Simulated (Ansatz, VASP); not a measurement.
# Two plane-wave programs on ReHg2Sb2

The input INCAR:

```
PREC     = Accurate       # precision mode
ENCUT    = 600            # plane-wave cutoff, eV
EDIFF    = 1E-6           # SCF threshold, eV
ISMEAR   = 0              # smearing method
SIGMA    = 0.1            # smearing width, eV
LREAL    = F              # projectors in reciprocal space
LASPH    = T              # aspherical terms in the spheres
NELM     = 100            # most SCF steps
ALGO     = Normal         # electronic algorithm
ISIF     = 3              # what is computed and relaxed
LWAVE    = F              # write WAVECAR
LCHARG   = F              # write CHGCAR
GGA      = PE             # functional
IBRION   = 2              # ionic algorithm
NSW      = 100            # ionic steps
EDIFFG   = -0.01          # ionic threshold
```

Contents of KPOINTS:

```
Automatic mesh
0
Gamma
  10 10 4
```

File POSCAR:

```
ReHg2Sb2
1.0
    3.6563488553      0.0000000000      0.0000000000
    0.0000000000      3.6563488553      0.0000000000
    0.0000000000      0.0000000000      9.9169570659
Re Hg Sb
1 2 2
Direct
    0.0000000000      0.0000000000      0.0000000000
    0.0000000000      0.5000000000      0.5000000000
    0.5000000000      0.0000000000      0.5000000000
    0.5000000000      0.5000000000      0.1527586267
    0.5000000000      0.5000000000      0.8472413733
```

Input for Ansatz:

```yaml
crystal:
  lattice:
    - [3.6563488553, 0.0, 0.0]
    - [0.0, 3.6563488553, 0.0]
    - [0.0, 0.0, 9.9169570659]
  atoms:
    - { symbol: Re, position: [0.0, 0.0, 0.0] }
    - { symbol: Hg, position: [0.0, 0.5, 0.5] }
    - { symbol: Hg, position: [0.5, 0.0, 0.5] }
    - { symbol: Sb, position: [0.5, 0.5, 0.1527586267] }
    - { symbol: Sb, position: [0.5, 0.5, 0.8472413733] }
basis:
  ecutwfc: 420
kpoints:
  mp_grid: { grid: [10, 10, 4] }
hamiltonian:
  xc: pbe
scf:
  occupations: { method: gaussian, width: 0.1 }
output:
  forces: true
  stress: true
  eigenvalues: true
  write_density: true
  write_potential: true
  elf: true
  volumetric_format: npy
relax:
  adjacent_minimum: "off"
  f_tol: 0.01
  max_steps: 80
  cell: { stress_tol: 0.05 }
```

Change from the starting cell: species swapped into the CeMg2Si2 type (P4/mmm, No. 123).

Alike in both runs: task relaxation of cell and atoms; functional PBE; k mesh 10 × 10 × 4; occupations gaussian, width 0.1 eV; no spin polarisation.

|  | VASP | Ansatz |
| --- | --- | --- |
| version | VASP 6.6.1 | Ansatz 0.2.0 |
| potentials or method | VASP PAW PBE potentials, release 64 (Re, Hg, Sb), cutoff 600 eV | scalar-relativistic, plane waves, PAW |
| valence electrons in the cell | 41 | 85 |

```csv
,VASP,Ansatz,Ansatz less VASP
"gap on the k mesh at the Fermi level, each at its own relaxed structure (eV)",none,none,-
relaxed volume (Å³/atom),26.53,26.44,-0.097
relaxed cell length with the largest relative difference (Å),3.679,3.667,-0.0123
```

A gap of «none» marks a metal or a gap that the smearing closes. VASP's potentials hold 41 valence electrons a cell and Ansatz's 85, so a difference there can come from the potentials and not from the codes.

Neither program's run includes spin-orbit coupling.
